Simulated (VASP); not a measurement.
# AlN (AlN (P6_3mc)) in VASP: notebook, part 3 of 3

VASP 6.6.1. The steps go on from the part before.

### Step 5. Single point, PBE

This run uses another cell than the first one: it holds 16 atoms, not 4.

INCAR

```
PREC = Accurate
ENCUT = 520
EDIFF = 1E-6
ISMEAR = -1
SIGMA = 0.01
LREAL = Auto
LASPH = True
NELM = 60
ALGO = Normal
ISIF = 2
LWAVE = False
LCHARG = False
GGA = PE
NBANDS = 46
```

KPOINTS

```
Automatic mesh
0
Gamma
  2 2 4
  0.5 0.5 0.5
```

POSCAR

```
AlN
1.0
    6.2595139092      0.0000000618      0.0000000000
   -3.1297570081      5.4208980298      0.0000000000
    0.0000000000      0.0000000000      5.0174032950
Al N
8 8
Direct
    0.3335524029      0.1664661886      0.5000247806
    0.3335524029      0.6664661886      0.5000247806
    0.8335524029      0.1664661886      0.5000247806
    0.8335524029      0.6664661886      0.5000247806
    0.1664661886      0.3335524029      0.0000247806
    0.1664661886      0.8335524029      0.0000247806
    0.6664661886      0.3335524029      0.0000247806
    0.6664661886      0.8335524029      0.0000247806
    0.3319615438      0.1680198647      0.8799752194
    0.1680198647      0.3319615438      0.3799752194
    0.3319615438      0.6680198647      0.8799752194
    0.1680198647      0.8319615438      0.3799752194
    0.8319615438      0.1680198647      0.8799752194
    0.6680198647      0.3319615438      0.3799752194
    0.8319615438      0.6680198647      0.8799752194
    0.6680198647      0.8319615438      0.3799752194
```

Command:

```bash
> cat potpaw_PBE.64/Al/POTCAR potpaw_PBE.64/N/POTCAR > POTCAR
> mpirun -np 1 vasp_std > vasp.out
```

Run time: 2.6 min. Hardware: 1 thread of Intel Xeon Platinum 8488C (Sapphire Rapids), shared host; peak memory 0.32 GiB.

It converged, with:

- Free energy: -119.1504 eV
- Pressure: -0.1 GPa
- Largest force: 0.225 eV/Å
- Band gap on the k mesh: 5.29 eV

Forces in eV/Å, atoms in the order of the input:
```
Al   0.116 -0.069 -0.088
Al   0.116 -0.069 -0.088
Al   0.116 -0.069 -0.088
Al   0.116 -0.069 -0.088
Al  -0.118  0.066 -0.088
Al  -0.118  0.066 -0.088
Al  -0.118  0.066 -0.088
Al  -0.118  0.066 -0.088
N    0.180 -0.102  0.088
N   -0.178  0.105  0.088
N    0.180 -0.102  0.088
N   -0.178  0.105  0.088
N    0.180 -0.102  0.088
N   -0.178  0.105  0.088
N    0.180 -0.102  0.088
N   -0.178  0.105  0.088
```

Stress tensor (GPa, compression positive):
```
-0.03 -0.81  0.00
-0.81 -0.97  0.00
 0.00  0.00  0.64
```

Levels at points of the mesh, in eV from the valence-band top:
| k point | band 29 | band 30 | band 31 | band 32 | band 33 | band 34 | band 35 | band 36 |
| --- | --- | --- | --- | --- | --- | --- | --- | --- |
| (0.25, 0.25, 0.12) | -0.49 | -0.49 | -0.38 | -0.11 | 5.62 | 6.22 | 6.65 | 6.65 |

Caveat: the k points lie up to 0.58 Å⁻¹ apart.

### Step 6. Relaxation of the atoms, PBE

This run uses another cell than the first one: it holds 16 atoms, not 4.

INCAR

```
SYSTEM = AlN
PREC = Accurate ; ENCUT = 520
EDIFF = 1E-6 ; ISMEAR = 0
SIGMA = 0.01 ; LREAL = Auto
LASPH = .True. ; NELM = 60
ALGO = Normal ; ISIF = 2
LWAVE = .False. ; LCHARG = .False.
GGA = PE ; IBRION = 2
NSW = 100 ; EDIFFG = -0.03
ISYM = 0
```

KPOINTS

```
Automatic mesh
0
Gamma
  1 1 2
  0.25 0.25 0.25
```

POSCAR

```
AlN
1.0
    6.2595139100      0.0000000600      0.0000000000
   -3.1297570100      5.4208980300      0.0000000000
    0.0000000000      0.0000000000      5.0174032950
Al N
8 8
Direct
    0.3333333350      0.1666666650      0.4992353700
    0.1666666650      0.3333333350      0.9992353700
    0.3333333350      0.6666666650      0.4992353700
    0.1666666650      0.8333333350      0.9992353700
    0.8333333350      0.1666666650      0.4992353700
    0.6666666650      0.3333333350      0.9992353700
    0.8333333350      0.6666666650      0.4992353700
    0.6666666650      0.8333333350      0.9992353700
    0.3333333350      0.1666666650      0.8807646300
    0.1666666650      0.3333333350      0.3807646300
    0.3333333350      0.6666666650      0.8807646300
    0.1666666650      0.8333333350      0.3807646300
    0.8333333350      0.1666666650      0.8807646300
    0.6666666650      0.3333333350      0.3807646300
    0.8333333350      0.6666666650      0.8807646300
    0.6666666650      0.8333333350      0.3807646300
```

Potentials or basis: VASP PAW PBE potentials, release 64 (Al, N).

Command:

```bash
> cat potpaw_PBE.64/Al/POTCAR potpaw_PBE.64/N/POTCAR > POTCAR
> mpirun -np 1 vasp_std > vasp.out
```

Wall time 2.6 min (1 thread of Intel Xeon Platinum 8488C (Sapphire Rapids), shared host); peak memory 0.31 GiB.

Results (log left out):

```
Free energy                  : -120.6684 eV
Energy gained by relaxing    : 0.2 meV/atom
Ionic steps                  : 2
Pressure after relaxing      : -0.6 GPa
Largest force after relaxing : 0.026 eV/Å
Band gap on the k mesh       : 5.76 eV
```

Forces in eV/Å, atoms in the order of the input:
```
Al   0.000  0.000 -0.026
Al   0.000  0.000 -0.026
Al   0.000  0.000 -0.026
Al   0.000  0.000 -0.026
Al   0.000  0.000 -0.026
Al   0.000  0.000 -0.026
Al   0.000  0.000 -0.026
Al   0.000  0.000 -0.026
N    0.000  0.000  0.026
N    0.000  0.000  0.026
N    0.000  0.000  0.026
N    0.000  0.000  0.026
N    0.000  0.000  0.026
N    0.000  0.000  0.026
N    0.000  0.000  0.026
N    0.000  0.000  0.026
```

Stress tensor (GPa, compression positive):
```
-2.26  0.00  0.00
 0.00 -2.26  0.00
 0.00  0.00  2.73
```

Step by step:
```
step  energy change (eV)  largest force (eV/Å)  pressure (GPa)
   1              0.0000                0.1086           -0.64
   2             -0.0036                0.0258           -0.60
```

Final structure:
```cif
data_structure
_symmetry_space_group_name_H-M 'P 1'
_symmetry_Int_Tables_number 1
_cell_length_a 6.2595
_cell_length_b 6.2595
_cell_length_c 5.0174
_cell_angle_alpha 90.000
_cell_angle_beta 90.000
_cell_angle_gamma 120.000
_cell_volume 170.25
loop_
_atom_site_label
_atom_site_type_symbol
_atom_site_fract_x
_atom_site_fract_y
_atom_site_fract_z
_atom_site_occupancy
Al1 Al 0.33333 0.16667 0.50028 1
Al2 Al 0.16667 0.33333 0.00028 1
Al3 Al 0.33333 0.66667 0.50028 1
Al4 Al 0.16667 0.83333 0.00028 1
Al5 Al 0.83333 0.16667 0.50028 1
Al6 Al 0.66667 0.33333 0.00028 1
Al7 Al 0.83333 0.66667 0.50028 1
Al8 Al 0.66667 0.83333 0.00028 1
N1 N 0.33333 0.16667 0.87972 1
N2 N 0.16667 0.33333 0.37972 1
N3 N 0.33333 0.66667 0.87972 1
N4 N 0.16667 0.83333 0.37972 1
N5 N 0.83333 0.16667 0.87972 1
N6 N 0.66667 0.33333 0.37972 1
N7 N 0.83333 0.66667 0.87972 1
N8 N 0.66667 0.83333 0.37972 1
```

Levels at points of the mesh, in eV from the valence-band top:
```tsv
k point	band 28	band 29	band 30	band 31	band 32	band 33	band 34	band 35	band 36	band 37
(0.25, 0.25, 0.12)	-0.65	-0.37	-0.37	-0.23	0.00	5.76	6.34	6.83	6.83	7.43
```

Caveat: the k points lie up to 1.16 Å⁻¹ apart. A k mesh can miss the band edges.

### Step 7. Summary

| task | level | cell | k mesh | smearing | gap on the mesh (eV) | pressure (GPa) | largest force (eV/Å) |
| --- | --- | --- | --- | --- | --- | --- | --- |
| single point | PBE | a = 3.130, b = 3.130, c = 5.017 Å, angles 90.0, 90.0, 120.0°, 4 atoms | 2 × 2 × 2, shifted | gaussian 0.01 eV | 5.74 | -0.6 | 0.21 |
| single point | r2SCAN | a = 3.130, b = 3.130, c = 10.035 Å, angles 90.0, 90.0, 120.0°, 8 atoms | 2 × 2 × 1, shifted | fermi-dirac 0.01 eV | 6.38 | -5.4 | 0.21 |
| single point | PBE | a = 6.260, b = 6.260, c = 5.017 Å, angles 90.0, 90.0, 120.0°, 16 atoms | 1 × 1 × 2, shifted | gaussian 0.01 eV | 5.74 | -0.6 | 0.21 |
| single point | PBE | a = 6.260, b = 6.260, c = 5.017 Å, angles 90.0, 90.0, 120.0°, 16 atoms | 2 × 2 × 4, shifted | fermi-dirac 0.01 eV | 5.29 | -0.1 | 0.22 |
| relaxation of the atoms | PBE | atoms relaxed from a = 6.260, b = 6.260, c = 5.017 Å, angles 90.0, 90.0, 120.0°, 16 atoms | 1 × 1 × 2, shifted | gaussian 0.01 eV | 5.76 | -0.6 | 0.03 |

Alike in all rows: potentials or basis VASP PAW PBE potentials, release 64 (Al, N); no spin polarisation; cutoff (eV) 520.

Caveats: all runs use coarse meshes; the PAW data sets were made with another functional, which shifts forces and pressure a little (some runs).

Total energies depend on the potentials used, so only differences within one code and one set of settings carry meaning.
